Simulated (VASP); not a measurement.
# ZnO (P6_3/mmc) in VASP: notebook

Aim: see how the results for ZnO move with the level of theory and the settings. Levels: PBE, PBE+D3(BJ). Tasks: dielectric tensor.

Everything below comes from runs of VASP 6.6.1. Logs are shortened: lines on timing, memory, paths and dates and some standing lists are left out, and cuts for length are marked.

## (1) The cell of the first run

It takes space group P6_3/mmc (No. 194, hexagonal). The conventional cell has a = 3.288 Å, b = 3.288 Å, c = 7.130 Å, α = 90.00°, β = 90.00°, γ = 120.00°. Within 2.5 Å of Zn (site symmetry -6m2) lie 3 O at 1.90 Å. Within 2.5 Å of O (site symmetry -6m2) lie 3 Zn at 1.90 Å.

## (2) Dielectric tensor, PBE

INCAR reads:

```
SYSTEM = ZnO
PREC = Accurate ; ENCUT = 520
EDIFF = 1E-8 ; ISMEAR = 0
SIGMA = 0.01 ; LREAL = .False.
LASPH = .True. ; NELM = 100
ALGO = Normal ; ISIF = 2
LWAVE = .False. ; LCHARG = .False.
GGA = PE ; LEPSILON = .True.
```

KPOINTS reads:

```
regular mesh
0
Gamma
  9 9 4
  0 0 0
```

POSCAR reads:

```
ZnO
1.0
    3.2879671587      0.0000000000      0.0000000000
   -1.6439835793      2.8474630862      0.0000000000
    0.0000000000      0.0000000000      7.1304413500
Zn O
2 2
Direct
    0.0000000000      0.0000000000      0.2500000000
    0.0000000000      0.0000000000      0.7500000000
    0.6666666667      0.3333333333      0.7500000000
    0.3333333333      0.6666666667      0.2500000000
```

Potentials or basis: VASP PAW PBE potentials, release 64 (Zn, O).

The run is started by

```sh
> cat potpaw_PBE.64/Zn/POTCAR potpaw_PBE.64/O/POTCAR > POTCAR
> mpirun -np 1 vasp_std > vasp.out
```

OUTCAR:

```text
SYSTEM = ZnO
   PREC = Accurate
   ENCUT = 520
   EDIFF = 1E-8
   ISMEAR = 0
   LREAL = .False.
   LASPH = .True.
   NELM = 100
   ISIF = 2
   GGA = PE
   LEPSILON = .True.

 ion  position               nearest neighbor table
   1  0.000  0.000  0.250-   4 1.90   4 1.90   4 1.90
   2  0.000  0.000  0.750-   3 1.90   3 1.90   3 1.90
   3  0.667  0.333  0.750-   2 1.90   2 1.90   2 1.90
   4  0.333  0.667  0.250-   1 1.90   1 1.90   1 1.90

  LATTYP: Found a hexagonal cell.
 ALAT       =     3.2879671587
 C/A-ratio  =     2.1686473757

  Lattice vectors:

 A1 = (   3.2879671587,   0.0000000000,   0.0000000000)
 A2 = (  -1.6439835793,   2.8474630862,   0.0000000000)
 A3 = (   0.0000000000,   0.0000000000,   7.1304413500)

Analysis of symmetry for initial positions (statically):
=====================================================================
 Subroutine PRICEL returns:
 Original cell was already a primitive cell.

 Routine SETGRP: Setting up the symmetry group for a
 hexagonal supercell.

 Subroutine GETGRP returns: Found 24 space group operations
 (whereof 12 operations were pure point group operations)
 out of a pool of 24 trial point group operations.

The static configuration has the point symmetry D_3d.
 The point group associated with its full space group is D_6h.

Analysis of symmetry for dynamics (positions and initial velocities):
=====================================================================
 Subroutine PRICEL returns:
 Original cell was already a primitive cell.

 Routine SETGRP: Setting up the symmetry group for a
 hexagonal supercell.

 Subroutine GETGRP returns: Found 24 space group operations
 (whereof 12 operations were pure point group operations)
 out of a pool of 24 trial point group operations.

The dynamic configuration has the point symmetry D_3d.
 The point group associated with its full space group is D_6h.

 Subroutine INISYM returns: Found 24 space group operations
 (whereof 12 operations are pure point group operations),
 and found     1 'primitive' translations

----------------------------------------------------------------------------------------

                                     Primitive cell

  volume of cell :      66.7578

  direct lattice vectors                    reciprocal lattice vectors
     3.287967159  0.000000000  0.000000000     0.304139291  0.175594901  0.000000000
    -1.643983579  2.847463086  0.000000000     0.000000000  0.351189803  0.000000000
     0.000000000  0.000000000  7.130441350     0.000000000  0.000000000  0.140243773

  length of vectors
     3.287967159  3.287967159  7.130441350     0.351189803  0.351189803  0.140243773

  position of ions in fractional coordinates (direct lattice)
     0.000000000  0.000000000  0.250000000
     0.000000000  0.000000000  0.750000000
     0.666666667  0.333333333  0.750000000
     0.333333333  0.666666667  0.250000000

  ion indices of the primitive-cell ions
   primitive index   ion index
                 1           1
                 2           2
                 3           3
                 4           4

----------------------------------------------------------------------------------------

 KPOINTS: regular mesh

Automatic generation of k-mesh.
 Grid dimensions read from file:
 generate k-points for:    9    9    4

 Generating k-lattice:

  Cartesian coordinates                     Fractional coordinates (reciprocal lattice)
     0.033793255  0.019510545  0.000000000     0.111111111  0.000000000  0.000000000
     0.000000000  0.039021089  0.000000000     0.000000000  0.111111111  0.000000000
     0.000000000  0.000000000  0.035060943     0.000000000  0.000000000  0.250000000

  Length of vectors
[... 82 lines left out ...]
   AEXX    =    0.0000 exact exchange contribution
   IVDW    =     0    specifies the selected vdW correction
   LEPSILON=     T    determine dielectric tensor
   LRPA    =     F    only Hartree local field effects (RPA)
 non-spin polarized calculation
 Gauss-broadening in eV      SIGMA  =   0.01
  energy-cutoff  :      520.00
  volume of cell :       66.76
 maximum number of plane-waves:      1824
   NGX = 13   NGY = 13   NGZ = 27

--------------------------------------- Ionic step        1  -------------------------------------------

 number of electron      36.0000026 magnetization

 E-fermi :  -0.6670     XC(G=0):  -8.9274

 val. band max:       -0.7616396035   @ k =   0.0000   0.0000   0.0000
 cond. band min:       0.0627029597   @ k =   0.0000   0.0000   0.0000
 fundamental gap:      0.8243425631
 Fermi energy:        -0.6669826008

 k-point     1 :       0.0000    0.0000    0.0000
  band No.  band energies     occupation
      1     -18.2242      2.00000
      2     -18.1438      2.00000
      3      -6.8689      2.00000
      4      -6.8689      2.00000
      5      -6.8544      2.00000
      6      -6.8544      2.00000
[... 589 lines left out ...]
     21       8.0549      0.00000
     22       8.0549      0.00000

 [... further k-points ...]

  FORCE on cell =-STRESS in cart. coord.  units (eV):
  Direction    XX          YY          ZZ          XY          YZ          ZX
  --------------------------------------------------------------------------------------
  -------------------------------------------------------------------------------------
  Total        0.0015677      0.0015677      0.0846995      0.0000000      0.0000000      0.0000000
  in kB        0.0376254      0.0376254      2.0327765      0.0000000      0.0000000      0.0000000
  external PRESSURE =       0.7026758 kB  Pullay stress =       0.0000000 kB

 VOLUME and BASIS-vectors are now :
 -----------------------------------------------------------------------------
  energy-cutoff  :      520.00
  volume of cell :       66.76
      direct lattice vectors                 reciprocal lattice vectors
     3.287967159  0.000000000  0.000000000     0.304139291  0.175594901  0.000000000
    -1.643983579  2.847463086  0.000000000     0.000000000  0.351189803  0.000000000
     0.000000000  0.000000000  7.130441350     0.000000000  0.000000000  0.140243773

 POSITION                                       TOTAL-FORCE (eV/Angst)
 -----------------------------------------------------------------------------------
      0.00000      0.00000      1.78261         0.000000      0.000000     -0.000000
      0.00000      0.00000      5.34783        -0.000000     -0.000000      0.000000
      1.64398      0.94915      5.34783         0.000000     -0.000000      0.000000
     -0.00000      1.89831      1.78261        -0.000000      0.000000     -0.000000
 -----------------------------------------------------------------------------------
    total drift:                               -0.000000      0.000000      0.000000

  FREE ENERGIE OF THE ION-ELECTRON SYSTEM (eV)
  ---------------------------------------------------
  free  energy   TOTEN  =       -16.9670767845 eV

  energy  without entropy=      -16.9670767845  energy(sigma->0) =      -16.96707678

 HEAD OF MICROSCOPIC STATIC DIELECTRIC TENSOR (INDEPENDENT PARTICLE, excluding Hartree and local field effects)
 ------------------------------------------------------
           6.011019     0.000000     0.000000
           0.000000     6.011019     0.000000
           0.000000     0.000000     3.135621
 ------------------------------------------------------

 Free energy of the ion-electron system (eV)
  ---------------------------------------------------
  ---------------------------------------------------
  free energy    TOTEN  =        -0.95385450 eV

  energy without entropy =       -0.95385450

------------------------ aborting loop because EDIFF is reached ----------------------------------------

--------------------------------------- Ionic step        2  -------------------------------------------

------------------------ aborting loop because EDIFF is reached ----------------------------------------

--------------------------------------- Ionic step        3  -------------------------------------------

 Free energy of the ion-electron system (eV)
  ---------------------------------------------------
  ---------------------------------------------------
  free energy    TOTEN  =        -0.38095391 eV

  energy without entropy =       -0.38095391

------------------------ aborting loop because EDIFF is reached ----------------------------------------

 PIEZOELECTRIC TENSOR FIELD DIRECTION 3  (e Angst)
 -----------------------------------------------------------------------------
     0.00074 -0.00000  0.00000           (  0.00001  0.00000  0.00000)
     0.00000  0.00074 -0.00000           (  0.00000  0.00001 -0.00000)
     0.00000  0.00000 -0.00136           (  0.00000 -0.00000 -0.00000)

 PIEZOELECTRIC TENSOR FIELD DIRECTION 3  (C/m^2)
 -----------------------------------------------------------------------------
     0.00018 -0.00000  0.00000
     0.00000  0.00018 -0.00000
     0.00000  0.00000 -0.00033

 MACROSCOPIC STATIC DIELECTRIC TENSOR (including local field effects in DFT)
 ------------------------------------------------------
           5.942949     0.000000    -0.000000
           0.000000     5.942949     0.000000
           0.000000     0.000000     2.844614
 ------------------------------------------------------

 PIEZOELECTRIC TENSOR (including local field effects)  for field in x, y, z        (e  Angst)
          XX          YY          ZZ          XY          YZ          ZX
  --------------------------------------------------------------------------------
  x     0.00000     0.00000     0.00000     0.00000     0.00000     0.00000
  y     0.00000     0.00000     0.00000     0.00000     0.00000     0.00000
  z     0.00000     0.00000     0.00000     0.00000     0.00000     0.00000

 PIEZOELECTRIC TENSOR (including local field effects)  for field in x, y, z        (C/m^2)
          XX          YY          ZZ          XY          YZ          ZX
  --------------------------------------------------------------------------------
  x     0.00000     0.00000     0.00000     0.00000     0.00000     0.00000
  y     0.00000     0.00000     0.00000     0.00000     0.00000     0.00000
  z     0.00000     0.00000     0.00000     0.00000     0.00000     0.00000

 BORN EFFECTIVE CHARGES (including local field effects) (in |e|, cummulative output)
 ---------------------------------------------------------------------------------
 ion    1
    1     2.57746     0.00000     0.00000
    2     0.00000     2.57746     0.00000
    3    -0.00000     0.00000     0.87643
 ion    2
    1     2.57746     0.00000     0.00000
    2     0.00000     2.57746     0.00000
    3    -0.00000     0.00000     0.87643
 ion    3
    1    -2.57746    -0.00000     0.00000
    2    -0.00000    -2.57746     0.00000
    3     0.00000     0.00000    -0.87643
 ion    4
    1    -2.57746    -0.00000     0.00000
    2    -0.00000    -2.57746     0.00000
    3     0.00000     0.00000    -0.87643
```

It took 4.8 min on 1 thread of AMD EPYC 9R45 (Zen 5), shared host; peak memory 0.38 GiB.

Results:

- Band gap on the k mesh: 0.82 eV, direct
- Electronic dielectric tensor (diagonal): 5.94, 5.94, 2.84
- Born charges (mean of the diagonal): Zn +2.01; O -2.01 e

Levels at points of the mesh, in eV from the valence-band top:
```csv
k point,band 15,band 16,band 17,band 18,band 19,band 20,band 21,band 22
"(0.00, 0.00, 0.00)",-0.01,-0.01,0.00,0.00,0.82,3.36,5.17,10.94
"(0.00, 0.00, 0.50)",0.00,0.00,0.00,0.00,1.94,1.94,7.26,7.26
```

Electronic dielectric tensor:
```
5.94 0.00 0.00
0.00 5.94 0.00
0.00 0.00 2.84
```

Born effective charge tensors (e):
atom 1, Zn
```
2.58 0.00 0.00
0.00 2.58 0.00
0.00 0.00 0.88
```
atom 2, Zn
```
2.58 0.00 0.00
0.00 2.58 0.00
0.00 0.00 0.88
```
atom 3, O
```
-2.58  0.00  0.00
 0.00 -2.58  0.00
 0.00  0.00 -0.88
```
atom 4, O
```
-2.58  0.00  0.00
 0.00 -2.58  0.00
 0.00  0.00 -0.88
```

## (3) Dielectric tensor, PBE+D3(BJ)

INCAR reads:

```
ALGO = Normal
EDIFF = 1E-8
ENCUT = 520
GGA = PE
ISIF = 2
ISMEAR = 0
IVDW = 12
LASPH = T
LCHARG = F
LEPSILON = T
LREAL = F
LWAVE = F
NELM = 100
PREC = Accurate
SIGMA = 0.01
```

KPOINTS reads:

```
k-points
0
Gamma
  9 9 4
```

POSCAR is that of step 2.

Potentials or basis: VASP PAW PBE potentials, release 64 (Zn, O).

The run is started by

```sh
> cat potpaw_PBE.64/Zn/POTCAR potpaw_PBE.64/O/POTCAR > POTCAR
> mpirun -np 1 vasp_std > vasp.out
```

OUTCAR:

```text
EDIFF = 1E-8
   ENCUT = 520
   GGA = PE
   ISIF = 2
   ISMEAR = 0
   IVDW = 12
   LASPH = T
   LEPSILON = T
   LREAL = F
   NELM = 100
   PREC = Accurate
 IVDW          = 12

 ion  position               nearest neighbor table
   1  0.000  0.000  0.250-   4 1.90   4 1.90   4 1.90
   2  0.000  0.000  0.750-   3 1.90   3 1.90   3 1.90
   3  0.667  0.333  0.750-   2 1.90   2 1.90   2 1.90
   4  0.333  0.667  0.250-   1 1.90   1 1.90   1 1.90

  LATTYP: Found a hexagonal cell.
 ALAT       =     3.2879671587
 C/A-ratio  =     2.1686473757

  Lattice vectors:

 A1 = (   3.2879671587,   0.0000000000,   0.0000000000)
[... 872 lines left out ...]

 MACROSCOPIC STATIC DIELECTRIC TENSOR (including local field effects in DFT)
 ------------------------------------------------------
           5.942949     0.000000     0.000000
           0.000000     5.942949     0.000000
           0.000000    -0.000000     2.844613
 ------------------------------------------------------

 PIEZOELECTRIC TENSOR (including local field effects)  for field in x, y, z        (e  Angst)
          XX          YY          ZZ          XY          YZ          ZX
  --------------------------------------------------------------------------------
  x     0.00000     0.00000     0.00000     0.00000     0.00000     0.00000
  y     0.00000     0.00000     0.00000     0.00000     0.00000     0.00000
  z     0.00000     0.00000     0.00000     0.00000     0.00000     0.00000

 PIEZOELECTRIC TENSOR (including local field effects)  for field in x, y, z        (C/m^2)
          XX          YY          ZZ          XY          YZ          ZX
  --------------------------------------------------------------------------------
  x     0.00000     0.00000     0.00000     0.00000     0.00000     0.00000
  y     0.00000     0.00000     0.00000     0.00000     0.00000     0.00000
  z     0.00000     0.00000     0.00000     0.00000     0.00000     0.00000

 BORN EFFECTIVE CHARGES (including local field effects) (in |e|, cummulative output)
 ---------------------------------------------------------------------------------
 ion    1
    1     2.57752     0.00000     0.00000
    2     0.00000     2.57752     0.00000
    3     0.00000    -0.00000     0.87643
 ion    2
    1     2.57752     0.00000     0.00000
    2     0.00000     2.57752     0.00000
    3     0.00000    -0.00000     0.87643
 ion    3
    1    -2.57752    -0.00000     0.00000
    2    -0.00000    -2.57752     0.00000
    3     0.00000     0.00000    -0.87643
 ion    4
    1    -2.57752    -0.00000     0.00000
    2    -0.00000    -2.57752     0.00000
    3     0.00000     0.00000    -0.87643
```

stdout:

```text
POSCAR found type information on POSCAR ZnO
 POSCAR found :  2 types and       4 ions
 scaLAPACK will be used
 LDA part: xc-table for (Slater+PW92), standard interpolation
 POSCAR, INCAR and KPOINTS ok, starting setup
 FFT: planning ... GRIDC
 FFT: planning ... GRID_SOFT
 FFT: planning ... GRID
 WAVECAR not read
[... 54 lines left out ...]
 Linear response to external field (no local field effect), progress :
  Direction:   3
 dielectric tensor                  component  3 :    -0.050    -0.025     3.136
 Linear response to external field, progress :
  Direction:   1
 dielectric tensor                  component  1 :     5.943    -0.666    -0.027
 Linear response to external field, progress :
  Direction:   2
 dielectric tensor                  component  2 :    -0.666     5.943    -0.035
 Linear response to external field, progress :
  Direction:   3
 dielectric tensor                  component  3 :    -0.049    -0.025     2.845
 Born effective charges drift removed
```

It took 6.7 min on 1 thread of Intel Xeon Platinum 8259CL at 2.50GHz (Skylake/Cascade Lake), shared host; peak memory 0.42 GiB.

Results:

| Quantity | Value |
| --- | --- |
| Band gap on the k mesh | 0.82 eV, direct |
| Electronic dielectric tensor (diagonal) | 5.94, 5.94, 2.84 |
| Born charges (mean of the diagonal) | Zn +2.01; O -2.01 e |
| Dispersion energy per atom | -0.156 eV |

Electronic dielectric tensor:
```
5.94 0.00 0.00
0.00 5.94 0.00
0.00 0.00 2.84
```

Born effective charge tensors (e):
atom 1, Zn
```
2.58 0.00 0.00
0.00 2.58 0.00
0.00 0.00 0.88
```
atom 2, Zn
```
2.58 0.00 0.00
0.00 2.58 0.00
0.00 0.00 0.88
```
atom 3, O
```
-2.58  0.00  0.00
 0.00 -2.58  0.00
 0.00  0.00 -0.88
```
atom 4, O
```
-2.58  0.00  0.00
 0.00 -2.58  0.00
 0.00  0.00 -0.88
```
